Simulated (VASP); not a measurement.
# Y (P6_3/mmc) in VASP: further runs

Y is run at these levels: LDA, PBEsol; tasks: single point.

All numbers are computed with VASP 6.6.1; they aren't measurements. Logs are shortened: lines on timing, memory, paths and dates and some standing lists are left out, and cuts for length are marked.

## (1) The cell of the first run

The structure is hexagonal, space group P6_3/mmc (No. 194). Conventional cell: a = 3.530 Å, b = 3.530 Å, c = 5.539 Å, α = 90.00°, β = 90.00°, γ = 120.00°. Y (site symmetry -6m2) has 12 Y at 3.44 to 3.53 Å within 4.5 Å.

## (2) Single point, LDA

Input file INCAR:

```
PREC = Accurate
ENCUT = 520
EDIFF = 1E-7
ISMEAR = -1
SIGMA = 0.05
LREAL = False
LASPH = True
NELM = 100
ALGO = Fast
ISIF = 2
LWAVE = False
LCHARG = True
GGA = CA
LELF = True
LVHAR = True
NBANDS = 18
```

Input file KPOINTS:

```
Automatic mesh
0
Gamma
  8 8 5
```

Input file POSCAR:

```
Y
1.0
    3.5301840436      0.0000000000      0.0000000000
   -1.7650920218      3.0572290618      0.0000000000
    0.0000000000      0.0000000000      5.5385896894
Y
2
Direct
    0.6666666667      0.3333333333      0.7500000000
    0.3333333333      0.6666666667      0.2500000000
```

Potentials or basis: VASP PAW LDA potentials, release 64 (Y_sv).

Command:

```bash
$ cat potpaw_LDA.64/Y_sv/POTCAR > POTCAR
$ mpirun -np 1 vasp_std > vasp.out
```

OUTCAR:

```text
PREC = Accurate
   ENCUT = 520
   EDIFF = 1E-7
   ISMEAR = -1
   LREAL = False
   LASPH = True
   NELM = 100
   ISIF = 2
   GGA = CA

 ion  position               nearest neighbor table
   1  0.667  0.333  0.750-   2 3.44   2 3.44   2 3.44   2 3.44   2 3.44   2 3.44
   2  0.333  0.667  0.250-   1 3.44   1 3.44   1 3.44   1 3.44   1 3.44   1 3.44

  LATTYP: Found a hexagonal cell.
 ALAT       =     3.5301840436
 C/A-ratio  =     1.5689237788

  Lattice vectors:

 A1 = (   3.5301840436,   0.0000000000,   0.0000000000)
 A2 = (  -1.7650920218,   3.0572290618,   0.0000000000)
 A3 = (   0.0000000000,   0.0000000000,   5.5385896894)

Analysis of symmetry for initial positions (statically):
=====================================================================
 Subroutine PRICEL returns:
 Original cell was already a primitive cell.

 Routine SETGRP: Setting up the symmetry group for a
 hexagonal supercell.

 Subroutine GETGRP returns: Found 24 space group operations
 (whereof 12 operations were pure point group operations)
 out of a pool of 24 trial point group operations.

The static configuration has the point symmetry D_3d.
 The point group associated with its full space group is D_6h.

Analysis of symmetry for dynamics (positions and initial velocities):
=====================================================================
 Subroutine PRICEL returns:
 Original cell was already a primitive cell.

 Routine SETGRP: Setting up the symmetry group for a
 hexagonal supercell.

 Subroutine GETGRP returns: Found 24 space group operations
 (whereof 12 operations were pure point group operations)
 out of a pool of 24 trial point group operations.

The dynamic configuration has the point symmetry D_3d.
 The point group associated with its full space group is D_6h.

 Subroutine INISYM returns: Found 24 space group operations
 (whereof 12 operations are pure point group operations),
 and found     1 'primitive' translations

----------------------------------------------------------------------------------------

                                     Primitive cell

  volume of cell :      59.7757

  direct lattice vectors                    reciprocal lattice vectors
     3.530184044  0.000000000  0.000000000     0.283271350  0.163546790  0.000000000
[... 76 lines left out ...]
 SYSTEM =  unknown system
   PREC   = accura    normal or accurate (medium, high low for compatibility)
   ISTART =      0    job   : 0-new  1-cont  2-samecut
   ICHARG =      2    charge: 1-file 2-atom 10-const
   ISPIN  =      1    spin polarized calculation?
   LNONCOLLINEAR =      F non collinear calculations
   LSORBIT =      F    spin-orbit coupling
   LASPH  =      T    aspherical Exc in radial PAW
   ENCUT  =  520.0 eV  38.22 Ry    6.18 a.u.   6.56  6.56 10.30*2*pi/ulx,y,z
   NELM   =    100;   NELMIN=  2; NELMDL= -5     # of ELM steps
   EDIFF  = 0.1E-06   stopping-criterion for ELM
   LREAL  =      F    real-space projection
   EDIFFG = 0.1E-05   stopping-criterion for IOM
   NSW    =      0    number of steps for IOM
   IBRION =     -1    ionic relax: 0-MD 1-quasi-New 2-CG
   NFREE  =      0    steps in history (QN), initial steepest desc. (CG)
   ISIF   =      2    stress and relaxation
   ISYM   =      2    0-nonsym 1-usesym 2-fastsym
   POTIM  = 0.5000    time-step for ionic-motion
   TEBEG  =    0.0;   TEEND  =   0.0 temperature during run
   PSTRESS=    0.0 pullay stress
   NELECT =      22.0000    total number of electrons
   NUPDOWN=      -1.0000    fix difference up-down
   EMIN   =  10.00;   EMAX   =-10.00  energy-range for DOS
   EFERMI =   0.00;   METHOD = LEGACY
   ISMEAR =    -1;   SIGMA  =   0.05  broadening in eV -4-tet -1-fermi 0-gaus
   EFERMI_NEDOS =   21; number of points for ismear=-14 and -15
   IALGO  =     68    algorithm
   IMIX   =      4    mixing-type and parameters
     AMIX     =   0.40;   BMIX     =  1.00
     AMIX_MAG =   1.60;   BMIX_MAG =  1.00
  volume/ion in A,a.u.               =      29.89       201.69
  Fermi-wavevector in a.u.,A,eV,Ry     =   1.173206  2.217038 18.727222  1.376412
  Thomas-Fermi vector in A             =   2.309623
   LORBIT       =      0    0 simple, 1 ext, 2 COOP (PROOUT), +10 PAW based schemes
   GGA     = CA    functional components
   LHFCALC =     F    Hartree Fock is set to
   AEXX    =    0.0000 exact exchange contribution
   IVDW    =     0    specifies the selected vdW correction
   LEPSILON=     F    determine dielectric tensor
   LRPA    =     F    only Hartree local field effects (RPA)
 non-spin polarized calculation
 RMM-DIIS sequential band-by-band and
  energy-cutoff  :      520.00
  volume of cell :       59.78
 maximum number of plane-waves:      1641
 NGX is ok and might be reduce to    28
   NGX = 13   NGY = 13   NGZ = 21

 number of electron      22.0000000 magnetization

 Free energy of the ion-electron system (eV)
  ---------------------------------------------------
  ext. energy  EPLUGINS =         0.00000000
  ---------------------------------------------------
  free energy    TOTEN  =       -13.89975281 eV

  energy without entropy =      -13.86120778  energy(sigma->0) =      -13.88048029

 E-fermi :   3.2847     XC(G=0): -10.0146

 val. band max:        3.2755793642   @ k =   0.3750   0.1250   0.0000
 cond. band min:       3.2905322297   @ k =   0.3750   0.2500   0.4000
 fundamental gap:      0.0149528655
 Fermi energy:         3.2847094437

 k-point     1 :       0.0000    0.0000    0.0000
  band No.  band energies     occupation
      1     -38.9291      2.00000
      2     -38.8160      2.00000
      3     -19.4645      2.00000
      4     -18.8039      2.00000
      5     -18.8039      2.00000
      6     -18.6824      2.00000
[... 481 lines left out ...]
      5     -18.9054      2.00000
      6     -18.8773      2.00000
[... 10 lines left out ...]
     17       8.1599      0.00000
     18       8.3174      0.00000

 [... further k-points ...]
[... 5 lines left out ...]
  --------------------------------------------------------------------------------------
  -------------------------------------------------------------------------------------
  Total       -0.0591091     -0.0591091     -0.0452142      0.0000000     -0.0000000      0.0000000
  in kB       -1.5843118     -1.5843118     -1.2118829      0.0000000     -0.0000000      0.0000000
  external PRESSURE =      -1.4601689 kB  Pullay stress =       0.0000000 kB

 VOLUME and BASIS-vectors are now :
 -----------------------------------------------------------------------------
  energy-cutoff  :      520.00
  volume of cell :       59.78
      direct lattice vectors                 reciprocal lattice vectors
     3.530184044  0.000000000  0.000000000     0.283271350  0.163546790  0.000000000
    -1.765092022  3.057229062  0.000000000     0.000000000  0.327093580  0.000000000
     0.000000000  0.000000000  5.538589689     0.000000000  0.000000000  0.180551378

 POSITION                                       TOTAL-FORCE (eV/Angst)
 -----------------------------------------------------------------------------------
      1.76509      1.01908      4.15394         0.000000      0.000000      0.000000
     -0.00000      2.03815      1.38465        -0.000000     -0.000000      0.000000
 -----------------------------------------------------------------------------------
    total drift:                               -0.000000      0.000000     -0.000000

  FREE ENERGIE OF THE ION-ELECTRON SYSTEM (eV)
  ---------------------------------------------------
  free  energy   TOTEN  =       -13.8997528083 eV

  energy  without entropy=      -13.8612077761  energy(sigma->0) =      -13.88048029
```

OSZICAR:

```text
N       E                     dE             d eps       ncg     rms          rms(c)
DAV:   1     0.908071801851E+02    0.90807E+02   -0.11368E+04  1080   0.118E+03
DAV:   2    -0.693718299587E+01   -0.97744E+02   -0.96135E+02  1356   0.265E+02
DAV:   3    -0.140652072615E+02   -0.71280E+01   -0.70782E+01  1882   0.435E+01
[... 11 lines left out ...]
RMM:  15    -0.138997502992E+02   -0.48986E-05   -0.46180E-05  1875   0.279E-02    0.161E-02
RMM:  16    -0.138997517785E+02   -0.14793E-05   -0.12897E-05  1773   0.134E-02    0.402E-03
RMM:  17    -0.138997523799E+02   -0.60140E-06   -0.58259E-06  1652   0.822E-03    0.274E-03
RMM:  18    -0.138997526372E+02   -0.25730E-06   -0.23838E-06  1405   0.481E-03    0.705E-04
RMM:  19    -0.138997527556E+02   -0.11837E-06   -0.11100E-06  1136   0.301E-03    0.398E-04
RMM:  20    -0.138997528083E+02   -0.52663E-07   -0.54004E-07   980   0.218E-03
   1 F= -.13899753E+02 E0= -.13880480E+02  d E =-.385450E-01
```

stdout:

```text
POSCAR found type information on POSCAR Y
 POSCAR found :  1 types and       2 ions
 scaLAPACK will be used
 LDA part: xc-table for (Slater(with rela. corr.)+CA(PZ))
 , standard interpolation
 POSCAR, INCAR and KPOINTS ok, starting setup
 FFT: planning ... GRIDC
 FFT: planning ... GRID_SOFT
 FFT: planning ... GRID
 WAVECAR not read
 entering main loop
 num prob RMM:  16    -0.138997517785E+02   -0.14793E-05   -0.12897E-05  1773   0.134E-02    0.402E-03
 num prob  num prob WARNING in EDDRMM: call to ZHEGV failed, returncode =   6  3     12
 num prob RMM:  17    -0.138997523799E+02   -0.60140E-06   -0.58259E-06  1652   0.822E-03    0.274E-03
 num prob  num prob  num prob  num prob WARNING in EDDRMM: call to ZHEGV failed, returncode =   6  3      9
 num prob RMM:  18    -0.138997526372E+02   -0.25730E-06   -0.23838E-06  1405   0.481E-03    0.705E-04
 num prob  num prob  num prob  num prob  num prob  num prob  num prob  num prob WARNING in EDDRMM: call to ZHEGV failed, returncode =   6  3     12
 num prob  num prob  num prob  num prob  num prob  num prob  num prob RMM:  20    -0.138997528083E+02   -0.52663E-07   -0.54004E-07   980   0.218E-03
```

Run time: 95 s. Hardware: 1 thread of Oxide Virtual Turin-like, shared host; peak memory 0.14 GiB.

Results:

```yaml
Free_energy: -13.8998 eV
Pressure: -0.1 GPa
Band_gap_on_the_k_mesh: zero (bands 11 and 12 overlap by 1.67 eV)
```

## (3) Single point, PBEsol

This run uses another cell than the first one, of 31.33 Å³/atom.

Input file INCAR:

```
SYSTEM = Y
ALGO = Fast ; EDIFF = 1E-6
ENCUT = 520 ; GGA = PS
ISIF = 2 ; ISMEAR = -1
LASPH = .True. ; LCHARG = .False.
LREAL = .False. ; LWAVE = .False.
NBANDS = 18 ; NELM = 80
PREC = Accurate ; SIGMA = 0.05
```

Input file KPOINTS:

```
k-points
0
Gamma
  8 8 5
  0 0 0
```

Input file POSCAR:

```
Y
1.0
    3.5917053957      0.0000000000      0.0000000000
   -1.7958526979      3.1105081156      0.0000000000
    0.0000000000      0.0000000000      5.6090396916
Y
2
Direct
    0.6666666667      0.3333333333      0.7500000000
    0.3333333333      0.6666666667      0.2500000000
```

Potentials or basis: VASP PAW PBE potentials, release 64 (Y_sv).

Command:

```bash
$ cat potpaw_PBE.64/Y_sv/POTCAR > POTCAR
$ mpirun -np 1 vasp_std > vasp.out
```

Run time: 2 min. Hardware: 1 thread of Oxide Virtual Turin-like, shared host; peak memory 0.17 GiB.

It converged, with:

```
Free energy            : -13.6451 eV
Pressure               : -0.1 GPa
Band gap on the k mesh : zero (bands 11 and 12 overlap by 1.50 eV)
```

Levels at points of the mesh, in eV from the Fermi level:
| k point | band 7 | band 8 | band 9 | band 10 | band 11 | band 12 | band 13 | band 14 | band 15 | band 16 |
| --- | --- | --- | --- | --- | --- | --- | --- | --- | --- | --- |
| (0.00, 0.00, 0.00) | -22.16 | -22.12 | -4.76 | -1.92 | 1.10 | 1.79 | 1.79 | 2.15 | 2.44 | 2.44 |
| (0.50, 0.00, 0.00) | -22.30 | -22.22 | -1.69 | -1.26 | -0.86 | -0.01 | 1.48 | 1.51 | 2.19 | 5.27 |

Caveat: the PAW data sets were made with another functional, which shifts forces and pressure a little.

The gap in the log of VASP goes by the Fermi energy; the results here count the filled bands.